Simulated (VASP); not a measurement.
A run of VASP 6.6.1 is set up as follows.

INCAR

```
PREC     = Accurate       # precision mode
ENCUT    = 520            # plane-wave cutoff, eV
EDIFF    = 1E-6           # SCF threshold, eV
ISMEAR   = -1             # smearing method
SIGMA    = 0.05           # smearing width, eV
LREAL    = F              # projectors in reciprocal space
LASPH    = T              # aspherical terms in the spheres
NELM     = 60             # most SCF steps
ALGO     = Normal         # electronic algorithm
ISIF     = 2              # what is computed and relaxed
LWAVE    = F              # write WAVECAR
LCHARG   = T              # write CHGCAR
GGA      = B5             # functional
ALDAX    = 1.0          
AGGAX    = 1.0          
AGGAC    = 1.0          
ALDAC    = 0.0          
IVDW     = 13             # dispersion correction
LELF     = T              # ELF
LVHAR    = T            
NBANDS   = 13             # bands
VDW_S6   = 1.0          
VDW_S8   = 2.34076671   
VDW_A1   = 0.44488865   
VDW_A2   = 4.0933009
```

The input KPOINTS:

```
Automatic mesh
0
Gamma
  9 9 9
```

Contents of POSCAR:

```
Pb
1.0
   -1.9883932487      1.9883932487      1.9883932487
    1.9883932487     -1.9883932487      1.9883932487
    1.9883932487      1.9883932487     -1.9883932487
Pb
1
Direct
    0.0000000000      0.0000000000      0.0000000000
```

Potentials or basis: VASP PAW PBE potentials, release 64 (Pb_d).

Run with:

```console
$ cat potpaw_PBE.64/Pb_d/POTCAR > POTCAR
$ mpirun -np 1 vasp_std > vasp.out
```

(1) Predict the pressure.

(2) Estimate the dispersion energy per atom.

(3) What does it give for the band gap on the k mesh?

Results:

(1) 0.1 GPa.

(2) -0.763 eV.

(3) zero (band 7 reaches 14.47 eV, above the bottom of band 8 at 5.48 eV).

Caveat: the PAW data sets were made with another functional, which shifts forces and pressure a little; spin-orbit coupling is left out, which moves the levels of the heavy elements; pairwise dispersion overbinds metals, which lowers pressure and volume.
